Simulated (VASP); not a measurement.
# Sc (Fm-3m) in VASP: a series of runs

The runs below take Sc through single point, with PBE.

Everything below comes from runs of VASP 6.6.1. Logs are shortened: lines on timing, memory, paths and dates and some standing lists are left out, and cuts for length are marked.

## Step 1: The cell of the first run

Symmetry: Fm-3m, No. 225, cubic system. The conventional cell has a = 4.541 Å, b = 4.541 Å, c = 4.541 Å, α = 90.00°, β = 90.00°, γ = 90.00°. Within 4.2 Å of Sc (site symmetry m-3m) lie 12 Sc at 3.21 Å.

## Step 2: Single point, PBE

INCAR

```
SYSTEM = Sc
  PREC = Accurate
  ENCUT = 520
  EDIFF = 1E-6
  ISMEAR = -1
  SIGMA = 0.15
  LREAL = .FALSE.
  LASPH = .TRUE.
  NELM = 100
  ALGO = Normal
  ISIF = 2
  LWAVE = .FALSE.
  LCHARG = .FALSE.
  GGA = PE
  NBANDS = 12
```

KPOINTS

```
regular mesh
0
G
  12 12 12
  0 0 0
```

POSCAR

```
Sc
1.0
    0.0000000000      2.2705000000      2.2705000000
    2.2705000000      0.0000000000      2.2705000000
    2.2705000000      2.2705000000      0.0000000000
Sc
1
Direct
    0.0000000000      0.0000000000      0.0000000000
```

Potentials or basis: VASP PAW PBE potentials, release 64 (Sc_sv).

Run with:

```bash
$ cat potpaw_PBE.64/Sc_sv/POTCAR > POTCAR
$ mpirun -np 1 vasp_std > vasp.out
```

OUTCAR:

```text
SYSTEM = Sc
   PREC = Accurate
   ENCUT = 520
   EDIFF = 1E-6
   ISMEAR = -1
   LREAL = .FALSE.
   LASPH = .TRUE.
   NELM = 100
   ISIF = 2
   GGA = PE

 ion  position               nearest neighbor table
   1  0.000  0.000  0.000-

  LATTYP: Found a face centered cubic cell.
 ALAT       =     4.5410000000

  Lattice vectors:

 A1 = (   0.0000000000,   2.2705000000,   2.2705000000)
 A2 = (   2.2705000000,   0.0000000000,   2.2705000000)
 A3 = (   2.2705000000,   2.2705000000,   0.0000000000)

Analysis of symmetry for initial positions (statically):
=====================================================================
 Subroutine PRICEL returns:
 Original cell was already a primitive cell.

 Routine SETGRP: Setting up the symmetry group for a
 face centered cubic supercell.

 Subroutine GETGRP returns: Found 48 space group operations
 (whereof 48 operations were pure point group operations)
 out of a pool of 48 trial point group operations.

The static configuration has the point symmetry O_h .

Analysis of symmetry for dynamics (positions and initial velocities):
=====================================================================
 Subroutine PRICEL returns:
 Original cell was already a primitive cell.

 Routine SETGRP: Setting up the symmetry group for a
 face centered cubic supercell.

 Subroutine GETGRP returns: Found 48 space group operations
 (whereof 48 operations were pure point group operations)
 out of a pool of 48 trial point group operations.

The dynamic configuration has the point symmetry O_h .

 Subroutine INISYM returns: Found 48 space group operations
 (whereof 48 operations are pure point group operations),
 and found     1 'primitive' translations

----------------------------------------------------------------------------------------

                                     Primitive cell

  volume of cell :      23.4096

  direct lattice vectors                    reciprocal lattice vectors
     0.000000000  2.270500000  2.270500000    -0.220215811  0.220215811  0.220215811
     2.270500000  0.000000000  2.270500000     0.220215811 -0.220215811  0.220215811
     2.270500000  2.270500000  0.000000000     0.220215811  0.220215811 -0.220215811

  length of vectors
     3.210971893  3.210971893  3.210971893     0.381424974  0.381424974  0.381424974

  position of ions in fractional coordinates (direct lattice)
     0.000000000  0.000000000  0.000000000

  ion indices of the primitive-cell ions
   primitive index   ion index
                 1           1

----------------------------------------------------------------------------------------

 KPOINTS: regular mesh

Automatic generation of k-mesh.
 Grid dimensions read from file:
 generate k-points for:   12   12   12

 Generating k-lattice:

  Cartesian coordinates                     Fractional coordinates (reciprocal lattice)
    -0.018351318  0.018351318  0.018351318     0.083333333  0.000000000  0.000000000
     0.018351318 -0.018351318  0.018351318     0.000000000  0.083333333  0.000000000
     0.018351318  0.018351318 -0.018351318     0.000000000  0.000000000  0.083333333

  Length of vectors
     0.031785415  0.031785415  0.031785415

  Shift w.r.t. Gamma in fractional coordinates (k-lattice)
     0.000000000  0.000000000  0.000000000

 Subroutine IBZKPT returns following result:
 ===========================================

 Found     72 irreducible k-points:

 Following reciprocal coordinates:
            Coordinates               Weight
  0.000000  0.000000  0.000000      1.000000
  0.083333  0.000000  0.000000      8.000000
  0.166667  0.000000  0.000000      8.000000
  0.250000  0.000000  0.000000      8.000000
  0.333333  0.000000  0.000000      8.000000
  0.416667  0.000000  0.000000      8.000000
[... 16 lines left out ...]
  0.500000  0.166667  0.000000     24.000000
 -0.416667  0.166667  0.000000     24.000000
 [... further k-points ...]
   k-points           NKPTS =     72   k-points in BZ     NKDIM =     72   number of bands    NBANDS=     12
   number of dos      NEDOS =    301   number of ions     NIONS =      1
   total plane-waves  NPLWV =  13824
   dimension x,y,z NGX =    24 NGY =   24 NGZ =   24
   dimension x,y,z NGXF=    48 NGYF=   48 NGZF=   48
   ions per type =               1
   NGX,Y,Z   is equivalent  to a cutoff of  12.43, 12.43, 12.43 a.u.
   NGXF,Y,Z  is equivalent  to a cutoff of  24.85, 24.85, 24.85 a.u.
 SYSTEM =  Sc
   PREC   = accura    normal or accurate (medium, high low for compatibility)
   ISTART =      0    job   : 0-new  1-cont  2-samecut
   ICHARG =      2    charge: 1-file 2-atom 10-const
   ISPIN  =      1    spin polarized calculation?
   LNONCOLLINEAR =      F non collinear calculations
   LSORBIT =      F    spin-orbit coupling
   LASPH  =      T    aspherical Exc in radial PAW
   ENCUT  =  520.0 eV  38.22 Ry    6.18 a.u.   5.97  5.97  5.97*2*pi/ulx,y,z
   NELM   =    100;   NELMIN=  2; NELMDL= -5     # of ELM steps
   EDIFF  = 0.1E-05   stopping-criterion for ELM
   LREAL  =      F    real-space projection
   EDIFFG = 0.1E-04   stopping-criterion for IOM
   NSW    =      0    number of steps for IOM
   IBRION =     -1    ionic relax: 0-MD 1-quasi-New 2-CG
   NFREE  =      0    steps in history (QN), initial steepest desc. (CG)
   ISIF   =      2    stress and relaxation
   ISYM   =      2    0-nonsym 1-usesym 2-fastsym
   POTIM  = 0.5000    time-step for ionic-motion
   TEBEG  =    0.0;   TEEND  =   0.0 temperature during run
   PSTRESS=    0.0 pullay stress
   NELECT =      11.0000    total number of electrons
   NUPDOWN=      -1.0000    fix difference up-down
   EMIN   =  10.00;   EMAX   =-10.00  energy-range for DOS
   EFERMI =   0.00;   METHOD = LEGACY
   ISMEAR =    -1;   SIGMA  =   0.15  broadening in eV -4-tet -1-fermi 0-gaus
   EFERMI_NEDOS =   21; number of points for ismear=-14 and -15
   IALGO  =     38    algorithm
   IMIX   =      4    mixing-type and parameters
     AMIX     =   0.40;   BMIX     =  1.00
     AMIX_MAG =   1.60;   BMIX_MAG =  1.00
  volume/ion in A,a.u.               =      23.41       157.98
  Fermi-wavevector in a.u.,A,eV,Ry     =   1.272744  2.405136 22.039751  1.619876
  Thomas-Fermi vector in A             =   2.405605
   LORBIT       =      0    0 simple, 1 ext, 2 COOP (PROOUT), +10 PAW based schemes
   GGA     = PE    functional components
   LHFCALC =     F    Hartree Fock is set to
   AEXX    =    0.0000 exact exchange contribution
   IVDW    =     0    specifies the selected vdW correction
   LEPSILON=     F    determine dielectric tensor
   LRPA    =     F    only Hartree local field effects (RPA)
 non-spin polarized calculation
  energy-cutoff  :      520.00
  volume of cell :       23.41
 maximum number of plane-waves:       648
   NGX = 11   NGY = 11   NGZ = 11

 number of electron      10.9999998 magnetization

 Free energy of the ion-electron system (eV)
  ---------------------------------------------------
  ext. energy  EPLUGINS =         0.00000000
  ---------------------------------------------------
  free energy    TOTEN  =        -6.25662721 eV

  energy without entropy =       -6.12644668  energy(sigma->0) =       -6.19153694

 E-fermi :   4.0567     XC(G=0): -10.0826

 val. band max:        4.0315453482   @ k =  -0.4167   0.1667   0.0833
 cond. band min:       4.0823572790   @ k =   0.5000   0.3333   0.1667
 fundamental gap:      0.0508119308
 Fermi energy:         4.0566521694

 k-point     1 :       0.0000    0.0000    0.0000
  band No.  band energies     occupation
      1     -45.2435      2.00000
      2     -23.6289      2.00000
      3     -23.6289      2.00000
      4     -23.6289      2.00000
      5      -1.2360      2.00000
      6       5.7046      0.00003
      7       5.7046      0.00003
      8       5.7046      0.00003
      9       7.1809      0.00000
     10       7.1809      0.00000
     11      16.8376      0.00000
     12      20.4410      0.00000

 k-point     2 :       0.0833    0.0000    0.0000
  band No.  band energies     occupation
      1     -45.2386      2.00000
      2     -23.6616      2.00000
      3     -23.6331      2.00000
      4     -23.6331      2.00000
      5      -1.0519      2.00000
      6       5.5659      0.00009
      7       5.7727      0.00002
      8       5.7727      0.00002
      9       7.1328      0.00000
     10       7.1328      0.00000
     11      17.0106      0.00000
     12      19.1133      0.00000

 k-point     3 :       0.1667    0.0000    0.0000
  band No.  band energies     occupation
      1     -45.2251      2.00000
      2     -23.7497      2.00000
      3     -23.6443      2.00000
      4     -23.6443      2.00000
      5      -0.5232      2.00000
      6       5.2192      0.00086
      7       5.9084      0.00001
      8       5.9084      0.00001
      9       7.0755      0.00000
     10       7.0755      0.00000
     11      16.7148      0.00000
     12      17.7309      0.00000
[... 286 lines left out ...]
 k-point    23 :       0.5000    0.1667    0.0000
  band No.  band energies     occupation
      1     -45.1636      2.00000
      2     -24.0504      2.00000
      3     -23.7597      2.00000
      4     -23.7165      2.00000
      5       2.6259      1.99986
      6       3.9522      1.33468
      7       5.1768      0.00114
      8       6.0724      0.00000
      9       8.1725      0.00000
     10       8.5954      0.00000
     11      11.3717      0.00000
     12      16.0942      0.00000

 k-point    24 :      -0.4167    0.1667    0.0000
  band No.  band energies     occupation
      1     -45.1623      2.00000
      2     -24.0544      2.00000
      3     -23.7751      2.00000
      4     -23.7069      2.00000
      5       2.7540      1.99966
      6       3.9899      1.21877
      7       5.1391      0.00147
      8       6.0154      0.00000
      9       7.9288      0.00000
     10       8.9139      0.00000
     11      11.2091      0.00000
     12      15.7235      0.00000

 [... further k-points ...]
[... 5 lines left out ...]
  --------------------------------------------------------------------------------------
  -------------------------------------------------------------------------------------
  Total        0.5065845      0.5065845      0.5065845      0.0000000      0.0000000     -0.0000000
  in kB       34.6711299     34.6711299     34.6711299      0.0000000      0.0000000     -0.0000000
  external PRESSURE =      34.6711299 kB  Pullay stress =       0.0000000 kB

 VOLUME and BASIS-vectors are now :
 -----------------------------------------------------------------------------
  energy-cutoff  :      520.00
  volume of cell :       23.41
      direct lattice vectors                 reciprocal lattice vectors
     0.000000000  2.270500000  2.270500000    -0.220215811  0.220215811  0.220215811
     2.270500000  0.000000000  2.270500000     0.220215811 -0.220215811  0.220215811
     2.270500000  2.270500000  0.000000000     0.220215811  0.220215811 -0.220215811

 POSITION                                       TOTAL-FORCE (eV/Angst)
 -----------------------------------------------------------------------------------
      0.00000      0.00000      0.00000         0.000000      0.000000      0.000000
 -----------------------------------------------------------------------------------
    total drift:                                0.000000      0.000000     -0.000000

  FREE ENERGIE OF THE ION-ELECTRON SYSTEM (eV)
  ---------------------------------------------------
  free  energy   TOTEN  =        -6.2566272050 eV

  energy  without entropy=       -6.1264466782  energy(sigma->0) =       -6.19153694
```

It took 12 s on 1 thread of Intel Xeon Platinum 8259CL at 2.50GHz (Skylake/Cascade Lake), shared host; peak memory 0.14 GiB.

What came out:

```
Free energy : -6.2566 eV
Pressure    : 3.5 GPa
```

Levels at points of the mesh, in eV from the Fermi level:
| k point | band 3 | band 4 | band 5 | band 6 | band 7 | band 8 |
| --- | --- | --- | --- | --- | --- | --- |
| (0.00, 0.00, 0.00) | -27.69 | -27.69 | -5.29 | 1.65 | 1.65 | 1.65 |
| (0.50, 0.00, 0.00) | -27.75 | -27.75 | -1.83 | 0.32 | 1.53 | 1.53 |
| (0.50, 0.50, 0.00) | -27.85 | -27.85 | -1.63 | -0.70 | 2.10 | 4.08 |

## Step 3: Single point, PBE

INCAR

```
  ALGO = Normal
  EDIFF = 1E-6
  ENCUT = 520
  GGA = PE
  ISIF = 2
  ISMEAR = 1
  LASPH = T
  LCHARG = F
  LREAL = F
  LWAVE = F
  NBANDS = 12
  NELM = 60
  PREC = Accurate
  SIGMA = 0.2
```

KPOINTS

```
k-points
0
Gamma
  12 12 12
```

POSCAR is that of step 2.

Potentials or basis: VASP PAW PBE potentials, release 64 (Sc_sv).

Run with:

```bash
$ cat potpaw_PBE.64/Sc_sv/POTCAR > POTCAR
$ mpirun -np 1 vasp_std > vasp.out
```

Wall time 12 s (1 thread of Intel Xeon Platinum 8259CL at 2.50GHz (Skylake/Cascade Lake), shared host); peak memory 0.14 GiB.

The run converged. Its results:

```
Free energy : -6.1900 eV
Pressure    : 2.9 GPa
```

Levels at points of the mesh, in eV from the Fermi level:
| k point | band 1 | band 2 | band 3 | band 4 | band 5 | band 6 | band 7 | band 8 | band 9 | band 10 |
| --- | --- | --- | --- | --- | --- | --- | --- | --- | --- | --- |
| (0.00, 0.00, 0.00) | -49.30 | -27.69 | -27.69 | -27.69 | -5.29 | 1.65 | 1.65 | 1.65 | 3.12 | 3.12 |
| (0.50, 0.00, 0.00) | -49.23 | -28.16 | -27.75 | -27.75 | -1.83 | 0.32 | 1.53 | 1.53 | 4.08 | 4.08 |
| (0.50, 0.50, 0.00) | -49.21 | -28.13 | -27.85 | -27.85 | -1.63 | -0.70 | 2.10 | 4.07 | 4.33 | 4.33 |

(Part 1 of 2 ends here.)
